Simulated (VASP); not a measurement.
# Au (Fm-3m) in VASP: settings compared

Aim: see how the results for Au move with the level of theory and the settings. Levels: RPBE+D3(BJ), PBE, PBEsol+D3(BJ). Tasks: single point, relaxation of cell and atoms.

Program: VASP 6.6.1. These are calculated values, not measurements. Logs are shortened: lines on timing, memory, paths and dates and some standing lists are left out, and cuts for length are marked.

### Step 1. The cell of the first run

It takes space group Fm-3m (No. 225, cubic). Conventional cell: a = 3.913 Å, b = 3.913 Å, c = 3.913 Å, α = 90.00°, β = 90.00°, γ = 90.00°. Au (site symmetry m-3m) has 12 Au at 2.77 Å within 3.6 Å.

### Step 2. Single point, RPBE+D3(BJ)

INCAR reads:

```
SYSTEM = Au
PREC = Accurate ; ENCUT = 500
EDIFF = 1E-6 ; ISMEAR = -1
SIGMA = 0.05 ; LREAL = .FALSE.
LASPH = .TRUE. ; NELM = 120
ALGO = Normal ; ISIF = 2
LWAVE = .FALSE. ; LCHARG = .FALSE.
GGA = RP ; IVDW = 12
NBANDS = 12 ; GGA_COMPAT = .FALSE.
```

KPOINTS reads:

```
Automatic mesh
0
G
  11 11 11
  0 0 0
```

POSCAR reads:

```
Au
1.0
    0.0000000000      1.9563288358      1.9563288358
    1.9563288358      0.0000000000      1.9563288358
    1.9563288358      1.9563288358      0.0000000000
Au
1
Direct
    0.0000000000      0.0000000000      0.0000000000
```

Potentials or basis: VASP PAW PBE potentials, release 64 (Au).

The run is started by

```console
cat potpaw_PBE.64/Au/POTCAR > POTCAR
mpirun -np 1 vasp_std > vasp.out
```

OUTCAR:

```text
SYSTEM = Au
   PREC = Accurate
   ENCUT = 500
   EDIFF = 1E-6
   ISMEAR = -1
   LREAL = .FALSE.
   LASPH = .TRUE.
   NELM = 120
   ISIF = 2
   GGA = RP
   IVDW = 12
 IVDW          = 12

 ion  position               nearest neighbor table
   1  0.000  0.000  0.000-

  LATTYP: Found a face centered cubic cell.
 ALAT       =     3.9126576716

  Lattice vectors:

 A1 = (   0.0000000000,   1.9563288358,   1.9563288358)
 A2 = (   1.9563288358,   0.0000000000,   1.9563288358)
 A3 = (   1.9563288358,   1.9563288358,   0.0000000000)

Analysis of symmetry for initial positions (statically):
=====================================================================
 Subroutine PRICEL returns:
 Original cell was already a primitive cell.

 Routine SETGRP: Setting up the symmetry group for a
 face centered cubic supercell.

 Subroutine GETGRP returns: Found 48 space group operations
[... 9 lines left out ...]

 Routine SETGRP: Setting up the symmetry group for a
 face centered cubic supercell.

 Subroutine GETGRP returns: Found 48 space group operations
[... 11 lines left out ...]
                                     Primitive cell

  volume of cell :      14.9746

  direct lattice vectors                    reciprocal lattice vectors
     0.000000000  1.956328836  1.956328836    -0.255580755  0.255580755  0.255580755
     1.956328836  0.000000000  1.956328836     0.255580755 -0.255580755  0.255580755
     1.956328836  1.956328836  0.000000000     0.255580755  0.255580755 -0.255580755

  length of vectors
     2.766666772  2.766666772  2.766666772     0.442678852  0.442678852  0.442678852

  position of ions in fractional coordinates (direct lattice)
     0.000000000  0.000000000  0.000000000

  ion indices of the primitive-cell ions
   primitive index   ion index
                 1           1

----------------------------------------------------------------------------------------

 KPOINTS: Automatic mesh

Automatic generation of k-mesh.
 Grid dimensions read from file:
 generate k-points for:   11   11   11

 Generating k-lattice:

  Cartesian coordinates                     Fractional coordinates (reciprocal lattice)
    -0.023234614  0.023234614  0.023234614     0.090909091  0.000000000  0.000000000
     0.023234614 -0.023234614  0.023234614     0.000000000  0.090909091  0.000000000
[... 55 lines left out ...]
   LASPH  =      T    aspherical Exc in radial PAW
   ENCUT  =  500.0 eV  36.75 Ry    6.06 a.u.   5.04  5.04  5.04*2*pi/ulx,y,z
   NELM   =    120;   NELMIN=  2; NELMDL= -5     # of ELM steps
   EDIFF  = 0.1E-05   stopping-criterion for ELM
   LREAL  =      F    real-space projection
   EDIFFG = 0.1E-04   stopping-criterion for IOM
   NSW    =      0    number of steps for IOM
   IBRION =     -1    ionic relax: 0-MD 1-quasi-New 2-CG
   NFREE  =      0    steps in history (QN), initial steepest desc. (CG)
   ISIF   =      2    stress and relaxation
   ISYM   =      2    0-nonsym 1-usesym 2-fastsym
   POTIM  = 0.5000    time-step for ionic-motion
   TEBEG  =    0.0;   TEEND  =   0.0 temperature during run
   PSTRESS=    0.0 pullay stress
   NELECT =      11.0000    total number of electrons
   NUPDOWN=      -1.0000    fix difference up-down
   EMIN   =  10.00;   EMAX   =-10.00  energy-range for DOS
[... 5 lines left out ...]
     AMIX     =   0.40;   BMIX     =  1.00
     AMIX_MAG =   1.60;   BMIX_MAG =  1.00
  volume/ion in A,a.u.               =      14.97       101.05
  Fermi-wavevector in a.u.,A,eV,Ry     =   1.477136  2.791383 29.686978  2.181931
  Thomas-Fermi vector in A             =   2.591577
   LORBIT       =      0    0 simple, 1 ext, 2 COOP (PROOUT), +10 PAW based schemes
   GGA     = RP    functional components
   LHFCALC =     F    Hartree Fock is set to
   AEXX    =    0.0000 exact exchange contribution
   IVDW    =    12    specifies the selected vdW correction
   LEPSILON=     F    determine dielectric tensor
   LRPA    =     F    only Hartree local field effects (RPA)
 non-spin polarized calculation
  energy-cutoff  :      500.00
  volume of cell :       14.97
 maximum number of plane-waves:       389
   NGX =  9   NGY =  9   NGZ =  9

 number of electron      11.0000001 magnetization

 Free energy of the ion-electron system (eV)
  ---------------------------------------------------
  ext. energy  EPLUGINS =         0.00000000
  ---------------------------------------------------
  free energy    TOTEN  =        -2.23424242 eV

  energy without entropy =       -2.23114756  energy(sigma->0) =       -2.23269499

 E-fermi :  11.8489     XC(G=0): -13.4354

 val. band max:       11.8176240588   @ k =   0.4545   0.2727   0.0000
 cond. band min:      11.8687220519   @ k =  -0.4545   0.0909   0.0000
 fundamental gap:      0.0510979931
 Fermi energy:        11.8489483413

 k-point     1 :       0.0000    0.0000    0.0000
  band No.  band energies     occupation
      1       0.6128      2.00000
      2       6.4287      2.00000
      3       6.4287      2.00000
      4       6.4287      2.00000
      5       8.3188      2.00000
      6       8.3188      2.00000
      7      26.1182      0.00000
      8      30.8939      0.00000
      9      30.8939      0.00000
     10      30.8939      0.00000
     11      36.2264      0.00000
     12      42.5242      0.00000
[... 331 lines left out ...]
 k-point    24 :      -0.1818    0.1818    0.0000
  band No.  band energies     occupation
      1       3.4687      2.00000
      2       5.6545      2.00000
      3       6.6423      2.00000
      4       7.4960      2.00000
      5       7.5347      2.00000
      6       9.7921      2.00000
      7      24.0974      0.00000
      8      26.4108      0.00000
      9      30.1381      0.00000
     10      31.4826      0.00000
     11      35.3798      0.00000
     12      38.5146      0.00000

 [... further k-points ...]

------------------------ aborting loop because EDIFF is reached ----------------------------------------

 Edisp (eV)   -4.09262

 E8    (eV) :    -2.7384

  FORCE on cell =-STRESS in cart. coord.  units (eV):
  Direction    XX          YY          ZZ          XY          YZ          ZX
  --------------------------------------------------------------------------------------
  -------------------------------------------------------------------------------------
  Total      -0.03665    -0.03665    -0.03665    -0.00000     0.00000    -0.00000
  in kB      -3.92131    -3.92131    -3.92131    -0.00000     0.00000    -0.00000
  external pressure =       -3.92 kB  Pullay stress =        0.00 kB

 VOLUME and BASIS-vectors are now :
 -----------------------------------------------------------------------------
  energy-cutoff  :      500.00
  volume of cell :       14.97
      direct lattice vectors                 reciprocal lattice vectors
     0.000000000  1.956328836  1.956328836    -0.255580755  0.255580755  0.255580755
     1.956328836  0.000000000  1.956328836     0.255580755 -0.255580755  0.255580755
     1.956328836  1.956328836  0.000000000     0.255580755  0.255580755 -0.255580755

 POSITION                                       TOTAL-FORCE (eV/Angst)
 -----------------------------------------------------------------------------------
      0.00000      0.00000      0.00000         0.000000      0.000000      0.000000
 -----------------------------------------------------------------------------------
    total drift:                                0.000000      0.000000      0.000000

  FREE ENERGIE OF THE ION-ELECTRON SYSTEM (eV)
  ---------------------------------------------------
  free  energy   TOTEN  =        -6.3268649066 eV

  energy  without entropy=       -6.3237700456  energy(sigma->0) =       -6.32531748
```

stdout:

```text
POSCAR found type information on POSCAR Au
 POSCAR found :  1 types and       1 ions
 scaLAPACK will be used
 -----------------------------------------------------------------------------
|                                                                             |
|                                                                             |
|     You enforced a specific xc type in the INCAR file but a different       |
|     I HOPE YOU KNOW WHAT YOU ARE DOING!                                     |
|                                                                             |
 -----------------------------------------------------------------------------

 LDA part: xc-table for (Slater+PW92), standard interpolation
 POSCAR, INCAR and KPOINTS ok, starting setup
 FFT: planning ... GRIDC
 FFT: planning ... GRID_SOFT
 FFT: planning ... GRID
 WAVECAR not read
 entering main loop
```

Run time: 4.4 s. Hardware: 1 thread of Intel Xeon 6975P-C (Granite Rapids), shared host; peak memory 0.14 GiB.

What came out:

```
Free energy                : -6.3269 eV
Pressure                   : -0.4 GPa
Dispersion energy per atom : -4.093 eV
```

Levels at points of the mesh, in eV from the Fermi level:
```
           k point  band 3  band 4  band 5  band 6  band 7  band 8  band 9  band 10
(0.00, 0.00, 0.00)   -5.42   -5.42   -3.53   -3.53   14.27   19.04   19.04    19.04
```

Caveat: the PAW data sets were made with another functional, which shifts forces and pressure a little; spin-orbit coupling is left out, which moves the levels of the heavy elements; pairwise dispersion overbinds metals, which lowers pressure and volume.

### Step 3. Single point, PBE

This run uses another cell than the first one, of 16.85 Å³/atom, 1.126 times its volume.

INCAR reads:

```
SYSTEM = Au
ALGO = Normal
EDIFF = 1E-6
ENCUT = 500
GGA = PE
GGA_COMPAT = .False.
ISIF = 2
ISMEAR = 0
LASPH = .True.
LCHARG = .False.
LREAL = .False.
LWAVE = .False.
NBANDS = 12
NELM = 120
PREC = Accurate
SIGMA = 0.020999999999999998
```

KPOINTS reads:

```
k-points
0
Gamma
  11 11 11
  0 0 0
```

POSCAR reads:

```
Au
1.0
    0.0000000000      2.0350000000      2.0350000000
    2.0350000000      0.0000000000      2.0350000000
    2.0350000000      2.0350000000      0.0000000000
Au
1
Direct
    0.0000000000      0.0000000000      0.0000000000
```

Potentials or basis: VASP PAW PBE potentials, release 64 (Au).

The run is started by

```console
cat potpaw_PBE.64/Au/POTCAR > POTCAR
mpirun -np 1 vasp_std > vasp.out
```

Wall time 4.9 s (1 thread of Intel Xeon 6975P-C (Granite Rapids), shared host); peak memory 0.14 GiB.

The run converged. Its results:

```yaml
Free_energy: -3.1955 eV
Pressure: 10.5 GPa
```

Levels at points of the mesh, in eV from the Fermi level:
```tsv
k point	band 4	band 5	band 6	band 7	band 8	band 9
(0.00, 0.00, 0.00)	-4.85	-3.31	-3.31	14.40	18.47	18.47
```

Caveat: spin-orbit coupling is left out, which moves the levels of the heavy elements.

### Step 4. Single point, PBEsol+D3(BJ)

This run uses another cell than the first one, of 16.45 Å³/atom, 1.098 times its volume.

INCAR reads:

```
SYSTEM = Au
ALGO = Normal ; EDIFF = 1E-6
ENCUT = 500 ; GGA = PS
GGA_COMPAT = .False. ; ISIF = 2
ISMEAR = -1 ; IVDW = 12
LASPH = .True. ; LCHARG = .True.
LELF = .True. ; LREAL = .False.
LVHAR = .True. ; LWAVE = .False.
NBANDS = 12 ; NELM = 120
PREC = Accurate ; SIGMA = 0.05
```

KPOINTS is that of step 3.

POSCAR reads:

```
Au
1.0
    0.0000000000      2.0184469287      2.0184469287
    2.0184469287      0.0000000000      2.0184469287
    2.0184469287      2.0184469287      0.0000000000
Au
1
Direct
    0.0000000000      0.0000000000      0.0000000000
```

The run is started by

```console
cat potpaw_PBE.64/Au/POTCAR > POTCAR
mpirun -np 1 vasp_std > vasp.out
```

Run time: 5.4 s. Hardware: 1 thread of Intel Xeon 6975P-C (Granite Rapids), shared host; peak memory 0.15 GiB.

It converged, with:

```yaml
Free_energy: -4.5774 eV
Pressure: -0.3 GPa
Dispersion_energy_per_atom: -0.655 eV
```

Levels at points of the mesh, in eV from the Fermi level:
```tsv
k point	band 2	band 3	band 4	band 5	band 6	band 7	band 8	band 9	band 10	band 11
(0.00, 0.00, 0.00)	-4.86	-4.86	-4.86	-3.23	-3.23	14.47	18.66	18.66	18.66	23.65
```

Caveat: the PAW data sets were made with another functional, which shifts forces and pressure a little; spin-orbit coupling is left out, which moves the levels of the heavy elements; pairwise dispersion overbinds metals, which lowers pressure and volume.

### Step 5. Relaxation of cell and atoms, PBEsol+D3(BJ)

This run uses another cell than the first one, of 16.85 Å³/atom, 1.126 times its volume.

INCAR reads:

```
SYSTEM = Au
PREC = Accurate
ENCUT = 500
EDIFF = 1E-7
ISMEAR = -1
SIGMA = 0.05
LREAL = .False.
LASPH = .True.
NELM = 120
ALGO = Normal
ISIF = 3
LWAVE = .False.
LCHARG = .False.
GGA = PS
IVDW = 12
IBRION = 2
NSW = 80
EDIFFG = -0.005
GGA_COMPAT = .False.
NELMIN = 4
```

KPOINTS reads:

```
regular mesh
0
Gamma
  11 11 11
  0 0 0
```

POSCAR reads:

```
Au
1.0
    0.0000000000      2.0350000000      2.0350000000
    2.0350000000      0.0000000000      2.0350000000
    2.0350000000      2.0350000000      0.0000000000
Au
1
Direct
    0.0000000000      0.0000000000      0.0000000000
```

The run is started by

```console
cat potpaw_PBE.64/Au/POTCAR > POTCAR
mpirun -np 1 vasp_std > vasp.out
```

It took 12 s on 1 thread of Intel Xeon 6975P-C (Granite Rapids), shared host; peak memory 0.16 GiB.

The run converged. Its results:

| Item | Value |
| --- | --- |
| Free energy | -4.5778 eV |
| Relaxed volume | 16.42 Å³/atom |
| Relaxed cell | a = 2.853 Å, b = 2.853 Å, c = 2.853 Å, α = 60.00°, β = 60.00°, γ = 60.00° |
| Space group after relaxing (to 0.05 Å) | Fm-3m (No. 225) |
| Energy gained by relaxing | 6.7 meV/atom |
| Ionic steps | 4 |
| Pressure after relaxing | 0.0 GPa |
| Dispersion energy per atom | -0.656 eV |

Step by step:
```csv
step,energy change (eV),largest force (eV/Å),pressure (GPa),volume (Å³)
1,0.0000,0.0000,-4.81,16.85
2,0.0185,0.0000,11.02,15.65
3,-0.0067,0.0000,-0.07,16.43
4,-0.0067,0.0000,0.03,16.42
```

Final structure:
```
Au
1.0
     0.00000    2.01736    2.01736
     2.01736    0.00000    2.01736
     2.01736    2.01736    0.00000
Au
1
Direct
  0.00000 0.00000 0.00000
```

Levels at points of the mesh, in eV from the Fermi level:
```tsv
k point	band 3	band 4	band 5	band 6	band 7	band 8	band 9
(0.00, 0.00, 0.00)	-4.86	-4.86	-3.23	-3.23	14.46	18.67	18.67
```

Caveat: the PAW data sets were made with another functional, which shifts forces and pressure a little; spin-orbit coupling is left out, which moves the levels of the heavy elements; pairwise dispersion overbinds metals, which lowers pressure and volume.

### Step 6. Summary

| task | level | cell | smearing | gap on the mesh (eV) | pressure (GPa) |
| --- | --- | --- | --- | --- | --- |
| single point | RPBE+D3(BJ) | a = 2.767 Å, angles 60.0°, 1 atom | fermi-dirac 0.05 eV | none | -0.4 |
| single point | PBE | a = 2.878 Å, angles 60.0°, 1 atom | gaussian 0.021 eV | none | 10.5 |
| single point | PBEsol+D3(BJ) | a = 2.855 Å, angles 60.0°, 1 atom | fermi-dirac 0.05 eV | none | -0.3 |
| relaxation of cell and atoms | PBEsol+D3(BJ) | relaxed from a = 2.878 Å, angles 60.0°, 1 atom | fermi-dirac 0.05 eV | none | 0.0 |

Alike in all rows: potentials or basis VASP PAW PBE potentials, release 64 (Au); no spin polarisation; k mesh 11 × 11 × 11; cutoff (eV) 500.

Caveats: spin-orbit coupling is left out, which moves the levels of the heavy elements; the PAW data sets were made with another functional, which shifts forces and pressure a little (some runs); pairwise dispersion overbinds metals, which lowers pressure and volume (some runs).

Absolute energies hang on the potentials; compare differences alone.
